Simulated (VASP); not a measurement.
# SnO in VASP: single point with PBE+D3(BJ)

Aim: the single point of SnO with PBE+D3(BJ).

Program: VASP 6.6.1. These are calculated values, not measurements. Logs are shortened: lines on timing, memory, paths and dates and some standing lists are left out, and cuts for length are marked.

## 1. The cell of the first run

The cell holds a slab with vacuum, 8 atoms: a = 3.821 Å, b = 3.821 Å, c = 22.228 Å, α = 90.00°, β = 90.00°, γ = 90.00°.

## 2. Single point, PBE+D3(BJ)

Input file INCAR:

```
PREC = Accurate
ENCUT = 520
EDIFF = 1E-6
ISMEAR = 0
SIGMA = 0.05
LREAL = False
LASPH = True
NELM = 80
ALGO = Normal
ISIF = 2
LWAVE = False
LCHARG = True
LDIPOL = True
IDIPOL = 3
DIPOL = 0.5 0.5 0.401
GGA = PE
IVDW = 12
LELF = True
LVHAR = True
LVACPOTAV = True
NBANDS = 50
```

Input file KPOINTS:

```
regular mesh
0
Gamma
  7 7 1
```

Input file POSCAR:

```
SnO
1.0
    3.8206508968      0.0000053771      0.0000000000
   -0.0000052312      3.8206508968      0.0000000000
    0.0000000000      0.0000000000     22.2280089848
Sn O
4 4
Direct
    0.9998502628      0.9998502628      0.2024472819
    0.4998491627      0.4998491627      0.3087997894
    0.4998491627      0.4998491627      0.4932517573
   -0.0001519373     -0.0001519373      0.5996042648
    0.9998512637      0.4998508102      0.2556235145
    0.4998508102      0.9998512637      0.2556235145
    0.4998501637     -0.0001502898      0.5464279899
   -0.0001502898      0.4998501637      0.5464279899
```

Potentials or basis: VASP PAW PBE potentials, release 64 (Sn_d, O).

On the command line:

```sh
$ cat potpaw_PBE.64/Sn_d/POTCAR potpaw_PBE.64/O/POTCAR > POTCAR
$ mpirun -np 1 vasp_std > vasp.out
```

OUTCAR:

```text
PREC = Accurate
   ENCUT = 520
   EDIFF = 1E-6
   ISMEAR = 0
   LREAL = False
   LASPH = True
   NELM = 80
   ISIF = 2
   GGA = PE
   IVDW = 12
 IVDW          = 12

 ion  position               nearest neighbor table
   1  1.000  1.000  0.202-   5 2.25   6 2.25   5 2.25   6 2.25   2 3.59   2 3.59   2 3.59   2 3.59

   2  0.500  0.500  0.309-   6 2.25   5 2.25   6 2.25   5 2.25   1 3.59   1 3.59   1 3.59   1 3.59

   3  0.500  0.500  0.493-   7 2.25   8 2.25   7 2.25   8 2.25   4 3.59   4 3.59   4 3.59   4 3.59

   4  1.000  1.000  0.600-   8 2.25   7 2.25   8 2.25   7 2.25   3 3.59   3 3.59   3 3.59   3 3.59

   5  1.000  0.500  0.256-   2 2.25   1 2.25   1 2.25   2 2.25
   6  0.500  1.000  0.256-   2 2.25   1 2.25   1 2.25   2 2.25
   7  0.500  1.000  0.546-   4 2.25   3 2.25   3 2.25   4 2.25
   8  1.000  0.500  0.546-   4 2.25   3 2.25   3 2.25   4 2.25

  LATTYP: Found a simple tetragonal cell.
 ALAT       =     3.8206508968
 C/A-ratio  =     5.8178592039

  Lattice vectors:

 A1 = (   3.8206508968,   0.0000053771,   0.0000000000)
 A2 = (  -0.0000052312,   3.8206508968,   0.0000000000)
 A3 = (   0.0000000000,   0.0000000000,  22.2280089848)

Analysis of symmetry for initial positions (statically):
=====================================================================
 Subroutine PRICEL returns:
 Original cell was already a primitive cell.

 Routine SETGRP: Setting up the symmetry group for a
 simple tetragonal supercell.

 Subroutine GETGRP returns: Found 16 space group operations
 (whereof  2 operations were pure point group operations)
 out of a pool of 16 trial point group operations.

The static configuration has the point symmetry C_1h.
 The point group associated with its full space group is D_4h.

Analysis of symmetry for dynamics (positions and initial velocities):
=====================================================================
 Subroutine PRICEL returns:
 Original cell was already a primitive cell.

 Routine SETGRP: Setting up the symmetry group for a
 simple tetragonal supercell.

 Subroutine GETGRP returns: Found 16 space group operations
 (whereof  2 operations were pure point group operations)
 out of a pool of 16 trial point group operations.

The dynamic configuration has the point symmetry C_1h.
 The point group associated with its full space group is D_4h.

 Subroutine INISYM returns: Found 16 space group operations
 (whereof  2 operations are pure point group operations),
 and found     1 'primitive' translations

----------------------------------------------------------------------------------------

                                     Primitive cell

  volume of cell :     324.4705

  direct lattice vectors                    reciprocal lattice vectors
     3.820650897  0.000005377  0.000000000     0.261735507  0.000000358  0.000000000
    -0.000005231  3.820650897  0.000000000    -0.000000368  0.261735507  0.000000000
     0.000000000  0.000000000 22.228008985     0.000000000  0.000000000  0.044988285

  length of vectors
     3.820650897  3.820650897 22.228008985     0.261735507  0.261735507  0.044988285

  position of ions in fractional coordinates (direct lattice)
     0.999850263  0.999850263  0.202447282
     0.499849163  0.499849163  0.308799789
     0.499849163  0.499849163  0.493251757
     0.999848063  0.999848063  0.599604265
     0.999851264  0.499850810  0.255623515
     0.499850810  0.999851264  0.255623515
     0.499850164  0.999849710  0.546427990
     0.999849710  0.499850164  0.546427990

  ion indices of the primitive-cell ions
   primitive index   ion index
                 1           1
                 2           2
                 3           3
                 4           4
                 5           5
                 6           6
                 7           7
                 8           8

----------------------------------------------------------------------------------------

 KPOINTS: regular mesh

Automatic generation of k-mesh.
 Grid dimensions read from file:
 generate k-points for:    7    7    1

 Generating k-lattice:

  Cartesian coordinates                     Fractional coordinates (reciprocal lattice)
     0.037390787  0.000000051  0.000000000     0.142857143 -0.000000000  0.000000000
    -0.000000053  0.037390787  0.000000000     0.000000000  0.142857143  0.000000000
     0.000000000  0.000000000  0.044988285     0.000000000  0.000000000  1.000000000

  Length of vectors
     0.037390787  0.037390787  0.044988285

  Shift w.r.t. Gamma in fractional coordinates (k-lattice)
     0.000000000  0.000000000  0.000000000

 Subroutine IBZKPT returns following result:
 ===========================================

 Found     10 irreducible k-points:

 Following reciprocal coordinates:
            Coordinates               Weight
  0.000000  0.000000  0.000000      1.000000
  0.142857  0.000000  0.000000      4.000000
  0.285714  0.000000  0.000000      4.000000
  0.428571  0.000000  0.000000      4.000000
  0.142857  0.142857  0.000000      4.000000
  0.285714  0.142857  0.000000      8.000000
  0.428571  0.142857  0.000000      8.000000
  0.285714  0.285714  0.000000      4.000000
  0.428571  0.285714  0.000000      8.000000
  0.428571  0.428571  0.000000      4.000000
   k-points           NKPTS =     10   k-points in BZ     NKDIM =     10   number of bands    NBANDS=     50
   number of dos      NEDOS =    301   number of ions     NIONS =      8
   total plane-waves  NPLWV = 131712
   dimension x,y,z NGX =    28 NGY =   28 NGZ =  168
   dimension x,y,z NGXF=    56 NGYF=   56 NGZF=  336
   ions per type =               4   4
   NGX,Y,Z   is equivalent  to a cutoff of  12.18, 12.18, 12.56 a.u.
   NGXF,Y,Z  is equivalent  to a cutoff of  24.37, 24.37, 25.13 a.u.
 SYSTEM =  unknown system
   PREC   = accura    normal or accurate (medium, high low for compatibility)
   ISTART =      0    job   : 0-new  1-cont  2-samecut
   ICHARG =      2    charge: 1-file 2-atom 10-const
   ISPIN  =      1    spin polarized calculation?
   LNONCOLLINEAR =      F non collinear calculations
   LSORBIT =      F    spin-orbit coupling
   LASPH  =      T    aspherical Exc in radial PAW
   ENCUT  =  520.0 eV  38.22 Ry    6.18 a.u.   7.10  7.10 41.33*2*pi/ulx,y,z
   NELM   =     80;   NELMIN=  2; NELMDL= -5     # of ELM steps
   EDIFF  = 0.1E-05   stopping-criterion for ELM
   LREAL  =      F    real-space projection
   EDIFFG = 0.1E-04   stopping-criterion for IOM
   NSW    =      0    number of steps for IOM
   IBRION =     -1    ionic relax: 0-MD 1-quasi-New 2-CG
   NFREE  =      0    steps in history (QN), initial steepest desc. (CG)
   ISIF   =      2    stress and relaxation
   ISYM   =      2    0-nonsym 1-usesym 2-fastsym
   POTIM  = 0.5000    time-step for ionic-motion
   TEBEG  =    0.0;   TEEND  =   0.0 temperature during run
   PSTRESS=    0.0 pullay stress
   NELECT =      80.0000    total number of electrons
   NUPDOWN=      -1.0000    fix difference up-down
   EMIN   =  10.00;   EMAX   =-10.00  energy-range for DOS
   EFERMI =   0.00;   METHOD = LEGACY
   ISMEAR =     0;   SIGMA  =   0.05  broadening in eV -4-tet -1-fermi 0-gaus
   EFERMI_NEDOS =   21; number of points for ismear=-14 and -15
   IALGO  =     38    algorithm
   IMIX   =      4    mixing-type and parameters
     AMIX     =   0.40;   BMIX     =  1.00
     AMIX_MAG =   1.60;   BMIX_MAG =  1.00
  volume/ion in A,a.u.               =      40.56       273.70
  Fermi-wavevector in a.u.,A,eV,Ry     =   1.026549  1.939897 14.337862  1.053803
  Thomas-Fermi vector in A             =   2.160448
   LORBIT       =      0    0 simple, 1 ext, 2 COOP (PROOUT), +10 PAW based schemes
   GGA     = PE    functional components
   LHFCALC =     F    Hartree Fock is set to
   AEXX    =    0.0000 exact exchange contribution
   IVDW    =    12    specifies the selected vdW correction
   LEPSILON=     F    determine dielectric tensor
   LRPA    =     F    only Hartree local field effects (RPA)
 non-spin polarized calculation
 Gauss-broadening in eV      SIGMA  =   0.05
  energy-cutoff  :      520.00
  volume of cell :      324.47
 maximum number of plane-waves:      8769
   NGX = 15   NGY = 15   NGZ = 83

 dipolmoment           0.000000      0.000000     -0.000006 electrons x Angstroem

 number of electron      79.9999971 magnetization

 dipolmoment           0.000000      0.000000      0.000006 electrons x Angstroem

 Free energy of the ion-electron system (eV)
  ---------------------------------------------------
  ext. energy  EPLUGINS =         0.00000000
  ---------------------------------------------------
  free energy    TOTEN  =       -45.09720741 eV

  energy without entropy =      -45.09720741  energy(sigma->0) =      -45.09720741

 E-fermi :   0.1716     XC(G=0):  -5.2946

 val. band max:       -0.1334614477   @ k =   0.1429   0.1429   0.0000
 cond. band min:       2.1762747963   @ k =   0.4286   0.0000   0.0000
 fundamental gap:      2.3097362440
 Fermi energy:         0.1715677708

 k-point     1 :       0.0000    0.0000    0.0000
  band No.  band energies     occupation
      1     -21.0353      2.00000
      2     -21.0352      2.00000
      3     -20.6761      2.00000
      4     -20.6760      2.00000
      5     -20.6398      2.00000
      6     -20.6398      2.00000
[... 42 lines left out ...]
     49       5.2483      0.00000
     50       5.2483      0.00000

 k-point     2 :       0.1429    0.0000    0.0000
  band No.  band energies     occupation
      1     -21.0264      2.00000
      2     -21.0263      2.00000
      3     -20.6768      2.00000
      4     -20.6765      2.00000
      5     -20.6414      2.00000
      6     -20.6405      2.00000
[... 416 lines left out ...]
 k-point    10 :       0.4286    0.4286    0.0000
  band No.  band energies     occupation
      1     -20.9773      2.00000
      2     -20.9765      2.00000
      3     -20.9635      2.00000
      4     -20.9626      2.00000
      5     -20.6431      2.00000
      6     -20.6427      2.00000
[... 42 lines left out ...]
     49       5.8507      0.00000
     50       5.9905      0.00000

------------------------ aborting loop because EDIFF is reached ----------------------------------------

 Edisp (eV)   -1.24421

 E8    (eV) :    -0.5497

  FORCE on cell =-STRESS in cart. coord.  units (eV):
  Direction    XX          YY          ZZ          XY          YZ          ZX
  --------------------------------------------------------------------------------------
  -------------------------------------------------------------------------------------
  Total       0.25686     0.25686     0.73033     0.00000     0.00000    -0.00000
  in kB       1.26831     1.26831     3.60626     0.00000     0.00000    -0.00000
  external pressure =        2.05 kB  Pullay stress =        0.00 kB

 VOLUME and BASIS-vectors are now :
 -----------------------------------------------------------------------------
  energy-cutoff  :      520.00
  volume of cell :      324.47
      direct lattice vectors                 reciprocal lattice vectors
     3.820650897  0.000005377  0.000000000     0.261735507  0.000000358  0.000000000
    -0.000005231  3.820650897  0.000000000    -0.000000368  0.261735507  0.000000000
     0.000000000  0.000000000 22.228008985     0.000000000  0.000000000  0.044988285

 POSITION                                       TOTAL-FORCE (eV/Angst)
 -----------------------------------------------------------------------------------
      3.82007      3.82008      4.50000        -0.000000     -0.000000     -0.072771
      1.90975      1.90975      6.86400        -0.000000      0.000000     -0.040925
      1.90975      1.90975     10.96400        -0.000000     -0.000000      0.040925
      3.82007      3.82008     13.32801         0.000000     -0.000000      0.072771
      3.82008      1.90976      5.68200         0.000000      0.000000     -0.005821
      1.90975      3.82009      5.68200        -0.000000      0.000000     -0.005821
      1.90975      3.82008     12.14601        -0.000000     -0.000000      0.005821
      3.82007      1.90976     12.14601         0.000000     -0.000000      0.005821
 -----------------------------------------------------------------------------------
    total drift:                                0.003187      0.003187     -0.015284

  FREE ENERGIE OF THE ION-ELECTRON SYSTEM (eV)
  ---------------------------------------------------
  free  energy   TOTEN  =       -46.3414149488 eV

  energy  without entropy=      -46.3414149488  energy(sigma->0) =      -46.34141495

 vacuum level on the upper side and lower side of the slab         4.946         4.946
```

It took 4.2 min on 1 thread of Intel Xeon Platinum 8259CL at 2.50GHz (Skylake/Cascade Lake), shared host; peak memory 0.39 GiB.

What came out:

```yaml
Free_energy: -46.3414 eV
Largest_force: 0.073 eV/Å
Band_gap_on_the_k_mesh: 2.31 eV, indirect (least direct gap 2.52 eV)
Dispersion_energy_per_atom: -0.156 eV
```

Forces in eV/Å, atoms in the order of the input:
```
Sn   0.000  0.000 -0.073
Sn   0.000  0.000 -0.041
Sn   0.000  0.000  0.041
Sn   0.000  0.000  0.073
O    0.000  0.000 -0.006
O    0.000  0.000 -0.006
O    0.000  0.000  0.006
O    0.000  0.000  0.006
```

Levels at points of the mesh, in eV from the valence-band top:
| k point | band 37 | band 38 | band 39 | band 40 | band 41 | band 42 | band 43 | band 44 |
| --- | --- | --- | --- | --- | --- | --- | --- | --- |
| (0.00, 0.00, 0.00) | -1.99 | -1.99 | -0.71 | -0.05 | 2.47 | 2.81 | 2.82 | 3.83 |

Caveat: spin-orbit coupling is left out, which moves the levels of the heavy elements.
